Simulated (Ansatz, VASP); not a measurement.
# CdSi2: VASP beside Ansatz

INCAR

```
PREC = Accurate
ENCUT = 600
EDIFF = 1E-6
ISMEAR = 0
SIGMA = 0.1
LREAL = False
LASPH = True
NELM = 100
ALGO = Normal
ISIF = 3
LWAVE = False
LCHARG = False
GGA = PE
IBRION = 2
NSW = 100
EDIFFG = -0.01
```

Contents of KPOINTS:

```
regular mesh
0
Gamma
  8 8 8
```

POSCAR

```
CdSi2
1.0
    5.2568669068      0.0000000000      0.0000000000
    0.0000000000      5.2568669068      0.0000000000
    0.0000000000      0.0000000000      5.2706224613
Cd Si
2 4
Direct
    0.0000000000      0.0000000000      0.0000000000
    0.5000000000      0.5000000000      0.5000000000
    0.3487873578      0.3487873578      0.0000000000
    0.1512126422      0.8487873578      0.5000000000
    0.6512126422      0.6512126422      0.0000000000
    0.8487873578      0.1512126422      0.5000000000
```

Input for Ansatz:

```yaml
crystal:
  lattice:
    - [5.2568669068, 0.0, 0.0]
    - [0.0, 5.2568669068, 0.0]
    - [0.0, 0.0, 5.2706224613]
  atoms:
    - { symbol: Cd, position: [0.0, 0.0, 0.0] }
    - { symbol: Cd, position: [0.5, 0.5, 0.5] }
    - { symbol: Si, position: [0.3487873578, 0.3487873578, 0.0] }
    - { symbol: Si, position: [0.1512126422, 0.8487873578, 0.5] }
    - { symbol: Si, position: [0.6512126422, 0.6512126422, 0.0] }
    - { symbol: Si, position: [0.8487873578, 0.1512126422, 0.5] }
basis:
  ecutwfc: 420
kpoints:
  mp_grid: { grid: [8, 8, 8] }
hamiltonian:
  xc: pbe
scf:
  occupations: { method: gaussian, width: 0.1 }
output:
  forces: true
  stress: true
  eigenvalues: true
relax:
  adjacent_minimum: "off"
  f_tol: 0.01
  max_steps: 80
  cell: { stress_tol: 0.05 }
```

Alike in both runs: task relaxation of cell and atoms; functional PBE; k mesh 8 × 8 × 8; occupations gaussian, width 0.1 eV; no spin polarisation.

```csv
,VASP,Ansatz
version,VASP 6.6.1,Ansatz 0.2.0
potentials or method,"VASP PAW PBE potentials, release 64 (Cd, Si), cutoff 600 eV","scalar-relativistic, plane waves, PAW"
valence electrons in the cell,40,56
```

|  | VASP | Ansatz | Ansatz less VASP |
| --- | --- | --- | --- |
| gap on the k mesh at the Fermi level, each at its own relaxed structure (eV) | none | none | - |
| relaxed volume (Å³/atom) | 24.52 | 24.44 | -0.087 |
| relaxed length of the cell vector where the two differ most in proportion (Å) | 5.362 | 5.355 | -0.0075 |

A gap of «none» marks a metal or a gap that the smearing closes. VASP's potentials hold 40 valence electrons a cell and Ansatz's 56, so a difference there can come from the potentials and not from the codes.
